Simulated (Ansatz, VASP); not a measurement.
# CoSn in VASP and in Ansatz

INCAR

```
SYSTEM = CoSn
ALGO = Fast
EDIFF = 1E-7
ENCUT = 520
GGA = PS
ISIF = 2
ISMEAR = 0
LASPH = .TRUE.
LCHARG = .FALSE.
LREAL = .FALSE.
LWAVE = .FALSE.
NBANDS = 44
NELM = 80
PREC = Accurate
SIGMA = 0.15
```

The input KPOINTS:

```
k-points
0
G
  12 12 12
  0 0 0
```

Contents of POSCAR:

```
CoSn
1.0
    5.2197158240      0.0000000000      0.0000000000
   -2.6098579120      4.5204065041      0.0000000000
    0.0000000000      0.0000000000      4.1684718855
Co Sn
3 3
Direct
    0.0000000000      0.5000000000      0.0000000000
    0.5000000000      0.5000000000      0.0000000000
    0.5000000000      0.0000000000      0.0000000000
    0.6666666667      0.3333333333      0.5000000000
    0.3333333333      0.6666666667      0.5000000000
    0.0000000000      0.0000000000      0.0000000000
```

Input for Ansatz:

```yaml
crystal:
  lattice:
    - [5.2197158162, 0.0, 0.0]
    - [-2.6098579081, 4.5204064974, 0.0]
    - [0.0, 0.0, 4.1684718862]
  atoms:
    - { symbol: Co, position: [0.0, 0.5, 0.0] }
    - { symbol: Co, position: [0.5, 0.5, 0.0] }
    - { symbol: Co, position: [0.5, 0.0, 0.0] }
    - { symbol: Sn, position: [0.6666666667, 0.3333333333, 0.5] }
    - { symbol: Sn, position: [0.3333333333, 0.6666666667, 0.5] }
    - { symbol: Sn, position: [0.0, 0.0, 0.0] }
basis:
  ecutwfc: 420
kpoints:
  mp_grid: { grid: [12, 12, 12] }
hamiltonian:
  xc: pbesol
scf:
  occupations: { method: gaussian, width: 0.15 }
output:
  forces: true
  stress: true
  eigenvalues: true
```

Alike in both runs: task single point; functional PBEsol; k mesh 12 × 12 × 12; occupations gaussian, width 0.15 eV; no spin polarisation.

|  | VASP | Ansatz |
| --- | --- | --- |
| version | VASP 6.6.1 | Ansatz 0.2.0 |
| potentials or method | VASP PAW PBE potentials, release 64 (Co, Sn_d), cutoff 520 eV | scalar-relativistic, plane waves, PAW |
| valence electrons in the cell | 69 | 93 |

|  | VASP | Ansatz | Ansatz less VASP |
| --- | --- | --- | --- |
| gap on the k mesh at the Fermi level (eV) | none | none | - |
| pressure (GPa) | 0.0 | 0.0 | +0.06 |
| traceless stress, the component that is largest in VASP (GPa) | 0.13 | 0.18 | +0.058 |

VASP's potentials were made for PBE, not for PBEsol. A gap of «none» marks a metal or a gap that the smearing closes. VASP's potentials hold 69 valence electrons a cell and Ansatz's 93, so a difference there can come from the potentials and not from the codes.
